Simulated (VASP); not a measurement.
The system is TiRh.

```
CELL_PARAMETERS angstrom
2.96601 0.00000 0.00000
0.00000 2.96601 0.00000
0.00000 0.00000 3.40660
ATOMIC_POSITIONS crystal
Ti 0.50000 0.50000 0.50000
Rh 0.00000 0.00000 0.00000
```

```yaml
Program: VASP 6.6.1
Task: relaxation of cell and atoms
Functional: LDA
Potentials_or_basis: VASP PAW LDA potentials, release 64 (Ti_sv, Rh_pv)
Cutoff: 600 eV
k_mesh: 14 × 14 × 12
Occupations: gaussian, width 0.1 eV
Spin: no spin polarisation
```

At the start: pressure -12.1 GPa; volume 14.98 Å³/atom.

Problem. How do energy, volume and symmetry change on relaxing?

Solution. Over 9 steps the energy falls by 36.0 meV/atom and the volume is 14.08 Å³/atom (-6.0 %); space group P4/mmm (No. 123, to 0.05 Å).

The path:
```tsv
step	energy change (eV)	largest force (eV/Å)	pressure (GPa)	volume (Å³)
1	0.0000	0.0000	-12.10	29.97
2	0.1710	0.0000	30.07	25.32
3	-0.0719	0.0000	-0.46	28.22
4	-0.0720	0.0000	-0.07	28.17
5	-0.0720	0.0000	0.21	28.14
6	-0.0720	0.0000	-0.30	28.21
7	-0.0720	0.0000	-0.09	28.18
8	-0.0720	0.0000	-0.06	28.17
9	-0.0721	0.0000	-0.01	28.17
```

Final structure:
```cif
data_structure
_symmetry_space_group_name_H-M 'P 1'
_symmetry_Int_Tables_number 1
_cell_length_a 2.9019
_cell_length_b 2.9019
_cell_length_c 3.3447
_cell_angle_alpha 90.000
_cell_angle_beta 90.000
_cell_angle_gamma 90.000
_cell_volume 28.17
loop_
_atom_site_label
_atom_site_type_symbol
_atom_site_fract_x
_atom_site_fract_y
_atom_site_fract_z
_atom_site_occupancy
Ti1 Ti 0.50000 0.50000 0.50000 1
Rh1 Rh 0.00000 0.00000 0.00000 1
```
